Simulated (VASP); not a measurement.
# Y (Fd-3m) in VASP: a series of runs

Y is run at these levels: PBE; tasks: single point, relaxation of cell and atoms.

Program: VASP 6.6.1. These are calculated values, not measurements. Logs are shortened: lines on timing, memory, paths and dates and some standing lists are left out, and cuts for length are marked.

## (1) The cell of the first run

The structure is cubic, space group Fd-3m (No. 227). Conventional cell: a = 7.089 Å, b = 7.089 Å, c = 7.089 Å, α = 90.00°, β = 90.00°, γ = 90.00°. Y (site symmetry -43m) has 4 Y at 3.07 Å within 4.0 Å.

This isn't the form of Y at room conditions, which is hcp.

## (2) Single point, PBE

Contents of INCAR:

```
SYSTEM = Y
PREC = Accurate
ENCUT = 500
EDIFF = 1E-6
ISMEAR = -1
SIGMA = 0.1
LREAL = .FALSE.
LASPH = .TRUE.
NELM = 120
ALGO = Normal
ISIF = 2
LWAVE = .FALSE.
LCHARG = .FALSE.
GGA = PE
NBANDS = 18
GGA_COMPAT = .FALSE.
```

Contents of KPOINTS:

```
Automatic mesh
0
G
  12 12 12
  0 0 0
```

Contents of POSCAR:

```
Y
1.0
    0.0000000000      3.5444053244      3.5444053244
    3.5444053244      0.0000000000      3.5444053244
    3.5444053244      3.5444053244      0.0000000000
Y
2
Direct
    1.0000000000      1.0000000000      1.0000000000
    0.2500000000      0.2500000000      0.2500000000
```

Potentials or basis: VASP PAW PBE potentials, release 64 (Y_sv).

Launch:

```bash
$ cat potpaw_PBE.64/Y_sv/POTCAR > POTCAR
$ mpirun -np 1 vasp_std > vasp.out
```

OUTCAR:

```text
SYSTEM = Y
   PREC = Accurate
   ENCUT = 500
   EDIFF = 1E-6
   ISMEAR = -1
   LREAL = .FALSE.
   LASPH = .TRUE.
   NELM = 120
   ISIF = 2
   GGA = PE

 ion  position               nearest neighbor table
   1  0.000  0.000  0.000-   2 3.07   2 3.07   2 3.07   2 3.07
   2  0.250  0.250  0.250-   1 3.07   1 3.07   1 3.07   1 3.07

  LATTYP: Found a face centered cubic cell.
 ALAT       =     7.0888106488

  Lattice vectors:

 A1 = (   0.0000000000,   3.5444053244,   3.5444053244)
 A2 = (   3.5444053244,   0.0000000000,   3.5444053244)
 A3 = (   3.5444053244,   3.5444053244,   0.0000000000)

Analysis of symmetry for initial positions (statically):
=====================================================================
 Subroutine PRICEL returns:
 Original cell was already a primitive cell.

 Routine SETGRP: Setting up the symmetry group for a
 face centered cubic supercell.

 Subroutine GETGRP returns: Found 48 space group operations
 (whereof 24 operations were pure point group operations)
 out of a pool of 48 trial point group operations.

The static configuration has the point symmetry T_d .
 The point group associated with its full space group is O_h .

Analysis of symmetry for dynamics (positions and initial velocities):
=====================================================================
 Subroutine PRICEL returns:
 Original cell was already a primitive cell.

 Routine SETGRP: Setting up the symmetry group for a
 face centered cubic supercell.

 Subroutine GETGRP returns: Found 48 space group operations
 (whereof 24 operations were pure point group operations)
 out of a pool of 48 trial point group operations.

The dynamic configuration has the point symmetry T_d .
 The point group associated with its full space group is O_h .

 Subroutine INISYM returns: Found 48 space group operations
 (whereof 24 operations are pure point group operations),
 and found     1 'primitive' translations

----------------------------------------------------------------------------------------

                                     Primitive cell

  volume of cell :      89.0554

  direct lattice vectors                    reciprocal lattice vectors
     0.000000000  3.544405324  3.544405324    -0.141067388  0.141067388  0.141067388
     3.544405324  0.000000000  3.544405324     0.141067388 -0.141067388  0.141067388
     3.544405324  3.544405324  0.000000000     0.141067388  0.141067388 -0.141067388

  length of vectors
     5.012546080  5.012546080  5.012546080     0.244335883  0.244335883  0.244335883

  position of ions in fractional coordinates (direct lattice)
     0.000000000  0.000000000  0.000000000
     0.250000000  0.250000000  0.250000000

[... 77 lines left out ...]
   LREAL  =      F    real-space projection
   EDIFFG = 0.1E-04   stopping-criterion for IOM
   NSW    =      0    number of steps for IOM
   IBRION =     -1    ionic relax: 0-MD 1-quasi-New 2-CG
   NFREE  =      0    steps in history (QN), initial steepest desc. (CG)
   ISIF   =      2    stress and relaxation
   ISYM   =      2    0-nonsym 1-usesym 2-fastsym
   POTIM  = 0.5000    time-step for ionic-motion
   TEBEG  =    0.0;   TEEND  =   0.0 temperature during run
   PSTRESS=    0.0 pullay stress
   NELECT =      22.0000    total number of electrons
   NUPDOWN=      -1.0000    fix difference up-down
   EMIN   =  10.00;   EMAX   =-10.00  energy-range for DOS
   EFERMI =   0.00;   METHOD = LEGACY
   ISMEAR =    -1;   SIGMA  =   0.10  broadening in eV -4-tet -1-fermi 0-gaus
   EFERMI_NEDOS =   21; number of points for ismear=-14 and -15
   IALGO  =     38    algorithm
   IMIX   =      4    mixing-type and parameters
     AMIX     =   0.40;   BMIX     =  1.00
     AMIX_MAG =   1.60;   BMIX_MAG =  1.00
  volume/ion in A,a.u.               =      44.53       300.49
  Fermi-wavevector in a.u.,A,eV,Ry     =   1.027217  1.941159 14.356534  1.055175
  Thomas-Fermi vector in A             =   2.161151
   LORBIT       =      0    0 simple, 1 ext, 2 COOP (PROOUT), +10 PAW based schemes
   GGA     = PE    functional components
   LHFCALC =     F    Hartree Fock is set to
   AEXX    =    0.0000 exact exchange contribution
   IVDW    =     0    specifies the selected vdW correction
   LEPSILON=     F    determine dielectric tensor
   LRPA    =     F    only Hartree local field effects (RPA)
 non-spin polarized calculation
  energy-cutoff  :      500.00
  volume of cell :       89.06
 maximum number of plane-waves:      2285
 NGX is ok and might be reduce to    40
   NGX = 19   NGY = 19   NGZ = 19

 number of electron      21.9999999 magnetization

 Free energy of the ion-electron system (eV)
  ---------------------------------------------------
  ext. energy  EPLUGINS =         0.00000000
  ---------------------------------------------------
  free energy    TOTEN  =        -8.97817141 eV

  energy without entropy =       -8.82616983  energy(sigma->0) =       -8.90217062

 E-fermi :   1.2852     XC(G=0):  -8.1115

 val. band max:        1.2711465299   @ k =   0.0000   0.0000   0.0000
 cond. band min:       1.2883347964   @ k =   0.4167   0.1667   0.0833
 fundamental gap:      0.0171882664
 Fermi energy:         1.2851825576

 k-point     1 :       0.0000    0.0000    0.0000
  band No.  band energies     occupation
      1     -42.0407      2.00000
      2     -41.7840      2.00000
      3     -22.2225      2.00000
      4     -22.2225      2.00000
      5     -22.2225      2.00000
      6     -21.6559      2.00000
[... 481 lines left out ...]
      5     -22.1405      2.00000
      6     -21.7456      2.00000
[... 10 lines left out ...]
     17       3.9052      0.00000
     18       4.9382      0.00000

 [... further k-points ...]

------------------------ aborting loop because EDIFF is reached ----------------------------------------

  FORCE on cell =-STRESS in cart. coord.  units (eV):
  Direction    XX          YY          ZZ          XY          YZ          ZX
  --------------------------------------------------------------------------------------
  -------------------------------------------------------------------------------------
  Total        0.0326879      0.0326879      0.0326879      0.0000000      0.0000000     -0.0000000
  in kB        0.5880817      0.5880817      0.5880817      0.0000000      0.0000000     -0.0000000
  external PRESSURE =       0.5880817 kB  Pullay stress =       0.0000000 kB

 VOLUME and BASIS-vectors are now :
 -----------------------------------------------------------------------------
  energy-cutoff  :      500.00
  volume of cell :       89.06
      direct lattice vectors                 reciprocal lattice vectors
     0.000000000  3.544405324  3.544405324    -0.141067388  0.141067388  0.141067388
     3.544405324  0.000000000  3.544405324     0.141067388 -0.141067388  0.141067388
     3.544405324  3.544405324  0.000000000     0.141067388  0.141067388 -0.141067388

 POSITION                                       TOTAL-FORCE (eV/Angst)
 -----------------------------------------------------------------------------------
      0.00000      0.00000      0.00000        -0.000000     -0.000000     -0.000000
      1.77220      1.77220      1.77220         0.000000      0.000000      0.000000
 -----------------------------------------------------------------------------------
    total drift:                               -0.000000     -0.000000      0.000000

  FREE ENERGIE OF THE ION-ELECTRON SYSTEM (eV)
  ---------------------------------------------------
  free  energy   TOTEN  =        -8.9781714143 eV

  energy  without entropy=       -8.8261698336  energy(sigma->0) =       -8.90217062
```

stdout:

```text
POSCAR found type information on POSCAR Y
 POSCAR found :  1 types and       2 ions
 scaLAPACK will be used
 LDA part: xc-table for (Slater+PW92), standard interpolation
 POSCAR, INCAR and KPOINTS ok, starting setup
 FFT: planning ... GRIDC
 FFT: planning ... GRID_SOFT
 FFT: planning ... GRID
 WAVECAR not read
 entering main loop
```

Wall time 2 min (1 thread of Intel Xeon Platinum 8259CL at 2.50GHz (Skylake/Cascade Lake), shared host); peak memory 0.3 GiB.

Results:

```
Free energy            : -8.9782 eV
Pressure               : 0.1 GPa
Band gap on the k mesh : zero (bands 11 and 12 overlap by 0.78 eV)
```

Levels at points of the mesh, in eV from the Fermi level:
```
           k point  band 8  band 9  band 10  band 11  band 12  band 13  band 14  band 15
(0.00, 0.00, 0.00)  -22.94   -3.63    -0.01    -0.01     0.44     0.44     0.44     1.96
(0.50, 0.00, 0.00)  -22.87   -1.75    -0.62    -0.02    -0.02     0.49     0.49     0.51
(0.50, 0.50, 0.00)  -22.81   -0.93    -0.93    -0.21    -0.21     0.60     0.60     1.98
```

## (3) Relaxation of cell and atoms, PBE

This run uses another cell than the first one, of 42.88 Å³/atom.

Contents of INCAR:

```
SYSTEM = Y
ALGO = Normal ; EDIFF = 1E-7
EDIFFG = -0.02 ; ENCUT = 500
GGA = PE ; GGA_COMPAT = .False.
IBRION = 2 ; ISIF = 3
ISMEAR = -1 ; LASPH = .True.
LCHARG = .False. ; LREAL = .False.
LWAVE = .False. ; NELM = 120
NELMIN = 4 ; NSW = 80
PREC = Accurate ; SIGMA = 0.1
```

Contents of KPOINTS:

```
k-points
0
Gamma
  12 12 12
  0 0 0
```

Contents of POSCAR:

```
Y
1.0
    0.0000000000      3.5000000000      3.5000000000
    3.5000000000      0.0000000000      3.5000000000
    3.5000000000      3.5000000000      0.0000000000
Y
2
Direct
    1.0000000000      1.0000000000      1.0000000000
    0.2500000000      0.2500000000      0.2500000000
```

Potentials or basis: VASP PAW PBE potentials, release 64 (Y_sv).

Launch:

```bash
$ cat potpaw_PBE.64/Y_sv/POTCAR > POTCAR
$ mpirun -np 1 vasp_std > vasp.out
```

Run time: 4 min. Hardware: 1 thread of Intel Xeon Platinum 8259CL at 2.50GHz (Skylake/Cascade Lake), shared host; peak memory 0.27 GiB.

The run converged. Its results:

```yaml
Free_energy: -8.9781 eV
Relaxed_volume: 44.79 Å³/atom
Relaxed_cell: a = 5.022 Å, b = 5.022 Å, c = 5.022 Å, α = 60.00°, β = 60.00°, γ = 60.00°
Space_group_after_relaxing_to_0.1_Å: Fd-3m (No. 227)
Energy_gained_by_relaxing: 2.3 meV/atom
Ionic_steps: 3
Pressure_after_relaxing: 0.0 GPa
Band_gap_on_the_k_mesh: zero (bands 11 and 12 overlap by 0.78 eV)
```

Step by step:
```
step  energy change (eV)  largest force (eV/Å)  pressure (GPa)  volume (Å³)
   1              0.0000                0.0000            0.40        85.75
   2             -0.0027                0.0000            0.24        87.09
   3             -0.0046                0.0000            0.02        89.58
```

Final structure:
```yaml
crystal:
  lattice:
    - [0.00000, 3.55139, 3.55139]
    - [3.55139, 0.00000, 3.55139]
    - [3.55139, 3.55139, 0.00000]
  atoms:
    - { symbol: Y, position: [0.00000, 0.00000, 0.00000] }
    - { symbol: Y, position: [0.25000, 0.25000, 0.25000] }
```

Levels at points of the mesh, in eV from the Fermi level:
```tsv
k point	band 7	band 8	band 9	band 10	band 11	band 12	band 13	band 14	band 15
(0.00, 0.00, 0.00)	-22.95	-22.95	-3.62	-0.01	-0.01	0.43	0.43	0.43	1.95
(0.50, 0.00, 0.00)	-22.89	-22.89	-1.76	-0.61	-0.01	-0.01	0.49	0.49	0.50
(0.50, 0.50, 0.00)	-22.82	-22.82	-0.92	-0.92	-0.23	-0.23	0.60	0.60	1.97
```
